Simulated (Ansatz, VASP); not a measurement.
W in VASP and in Ansatz

File INCAR:

```
SYSTEM = W
PREC = Accurate
ENCUT = 520
EDIFF = 1E-6
ISMEAR = 0
SIGMA = 0.15
LREAL = .False.
LASPH = .True.
NELM = 100
ALGO = Fast
ISIF = 2
LWAVE = .False.
LCHARG = .True.
LELF = .True.
LVHAR = .True.
NBANDS = 13
```

Contents of KPOINTS:

```
regular mesh
0
Gamma
  20 20 20
  0 0 0
```

POSCAR

```
W
1.0
   -1.5105295685      1.5837588126      1.5837588126
    1.5837588126     -1.5105295685      1.5837588126
    1.5837588126      1.5837588126     -1.5105295685
W
1
Direct
    0.0000000000      0.0000000000      0.0000000000
```

Input for Ansatz:

```yaml
crystal:
  lattice:
    - [-1.5105295685, 1.5837588126, 1.5837588126]
    - [1.5837588126, -1.5105295685, 1.5837588126]
    - [1.5837588126, 1.5837588126, -1.5105295685]
  atoms:
    - { symbol: W, position: [0.0, 0.0, 0.0] }
basis:
  ecutwfc: 420
kpoints:
  mp_grid: { grid: [20, 20, 20] }
hamiltonian:
  xc: lda
  pseudopotentials: { kind: paw, azcp: { folder: soft_1 } }
scf:
  occupations: { method: gaussian, width: 0.15 }
output:
  forces: true
  stress: true
  eigenvalues: true
  write_density: true
  write_potential: true
  elf: true
  volumetric_format: npy
```

Change from the starting cell: equal engineering shear yz, xz and xy +0.0467, equal normal strain along x, y and z +0.0100.

Alike in both runs: task single point; functional LDA; k mesh 20 × 20 × 20; occupations gaussian, width 0.15 eV; no spin polarisation.

|  | VASP | Ansatz |
| --- | --- | --- |
| version | VASP 6.6.1 | Ansatz 0.2.0 |
| potentials or method | VASP PAW LDA potentials, release 64 (W_sv), cutoff 520 eV | scalar-relativistic, plane waves, PAW |
| valence electrons in the cell | 14 | 14 |

Ansatz gave:

```
gap on the k mesh at the Fermi level (eV)                     : none
pressure (GPa)                                                : -8.1
traceless stress, the component that is largest in VASP (GPa) : -5.40
```

**Question.** What did VASP give for the same quantities?

**Answer.** gap on the k mesh at the Fermi level (eV): none; pressure (GPa): -6.5; traceless stress, the component that is largest in VASP (GPa): -5.50.

Ansatz warns that its potentials were made for another functional, while VASP's fit it. LDA's correlation is that of Perdew and Zunger in VASP and of Perdew and Wang (1992) in Ansatz. A gap of «none» marks a metal or a gap that the smearing closes.

Neither program's run includes spin-orbit coupling.
